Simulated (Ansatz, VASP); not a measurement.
Given: the input of a run of Ansatz 0.2.0 on Al2Au.

Contents of input.yaml:

```yaml
crystal:
  lattice:
    - [0.0, 2.9594544892, 2.9594544892]
    - [2.9594544892, 0.0, 2.9594544892]
    - [2.9594544892, 2.9594544892, 0.0]
  atoms:
    - { symbol: Au, position: [0.0, 0.0, 0.0] }
    - { symbol: Al, position: [0.75, 0.75, 0.75] }
    - { symbol: Al, position: [0.25, 0.25, 0.25] }
hamiltonian:
  xc: r2scan
  pseudopotentials: { kind: paw }
kpoints:
  mp_grid: { grid: [8, 8, 8] }
scf:
  occupations: { method: fermi_dirac, width: 0.05 }
output:
  forces: true
  stress: true
  eigenvalues: true
```

Potentials or basis: Ansatz PAW.

Launch:

```bash
$ ansatz run input.yaml --threads 2 --pin off --max-ram 5632MiB --backend cpu --events-out ev --progress --plain --runs-dir out
```

Q: Translate it to VASP 6.6.1. Potentials there: VASP PAW PBE potentials, release 64 (Au, Al).

A: As run (the cutoff follows the program's own potentials):

File POSCAR:

```
Al2Au
1.0
    0.0000000000      2.9594544892      2.9594544892
    2.9594544892      0.0000000000      2.9594544892
    2.9594544892      2.9594544892      0.0000000000
Au Al
1 2
Direct
    0.0000000000      0.0000000000      0.0000000000
    0.7500000000      0.7500000000      0.7500000000
    0.2500000000      0.2500000000      0.2500000000
```

Contents of INCAR.step1:

```
PREC = Accurate
ENCUT = 520
ISMEAR = -1
SIGMA = 0.05
LREAL = False
LASPH = True
NELM = 60
NBANDS = 16
GGA = PE
ALGO = Normal
EDIFF = 1E-4
LWAVE = True
LCHARG = False
```

Contents of INCAR.step2:

```
PREC = Accurate
ENCUT = 520
EDIFF = 1E-6
ISMEAR = -1
SIGMA = 0.05
LREAL = False
LASPH = True
NELM = 60
ALGO = Normal
ISIF = 2
LWAVE = False
LCHARG = False
METAGGA = R2SCAN
LMIXTAU = True
NBANDS = 16
ISTART = 1
```

File KPOINTS:

```
regular mesh
0
Gamma
  8 8 8
```

Potentials or basis: VASP PAW PBE potentials, release 64 (Au, Al).

The run is started by

```bash
$ cat potpaw_PBE.64/Au/POTCAR potpaw_PBE.64/Al/POTCAR > POTCAR
$ cp INCAR.step1 INCAR
$ mpirun -np 1 vasp_std > vasp.out
$ cp INCAR.step2 INCAR
$ mpirun -np 1 vasp_std > vasp.out
```

Both were run:

|  | VASP | Ansatz | Ansatz less VASP |
| --- | --- | --- | --- |
| gap on the k mesh at the Fermi level (eV) | none | none | - |
| pressure (GPa) | 5.5 | 5.9 | +0.35 |

VASP's potentials were made for PBE, not for r2SCAN. A gap of «none» marks a metal or a gap that the smearing closes. VASP's potentials hold 17 valence electrons a cell and Ansatz's 25, so a difference there can come from the potentials and not from the codes.

Spin-orbit coupling is off throughout.
